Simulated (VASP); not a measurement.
A run of VASP 6.6.1:

INCAR

```
SYSTEM = Yb3Be2
  ALGO = Normal
  EDIFF = 1E-6
  ENCUT = 520
  GGA = PE
  ISIF = 2
  ISMEAR = 0
  ISPIN = 2
  LASPH = .True.
  LCHARG = .False.
  LMAXMIX = 6
  LORBIT = 11
  LREAL = .False.
  LWAVE = .False.
  MAGMOM = 1 1 1 0 0
  NBANDS = 50
  NELM = 150
  PREC = Accurate
  SIGMA = 0.1
```

KPOINTS

```
k-points
0
Gamma
  4 4 4
  0 0 0
```

The input POSCAR:

```
Yb3Be2
1.0
    5.2057437382      0.0000000000      0.0000000000
    0.0000000000      5.2057437382      0.0000000000
    0.0000000000      0.0000000000      5.2057437382
Yb Be
3 2
Direct
    0.0000000000      0.5000000000      0.5000000000
    0.5000000000      0.0000000000      0.5000000000
    0.5000000000      0.5000000000      0.0000000000
    0.0000000000      0.0000000000      0.0000000000
    0.5000000000      0.5000000000      0.5000000000
```

Potentials or basis: VASP PAW PBE potentials, release 64 (Yb, Be).

Run with:

```bash
$ cat potpaw_PBE.64/Yb/POTCAR potpaw_PBE.64/Be/POTCAR > POTCAR
$ mpirun -np 1 vasp_std > vasp.out
```

Hardware: 1 thread of Intel(R) Xeon(R) Platinum 8259CL CPU @ 2.50GHz (Skylake/Cascade Lake), on a shared host.

Problem. Estimate the wall time of this run.

Solution. It took 20 min on 1 thread of Intel(R) Xeon(R) Platinum 8259CL CPU @ 2.50GHz (Skylake/Cascade Lake), on a shared host, peak memory 0.36 GiB. Counts: scf iterations 103, k points 10.
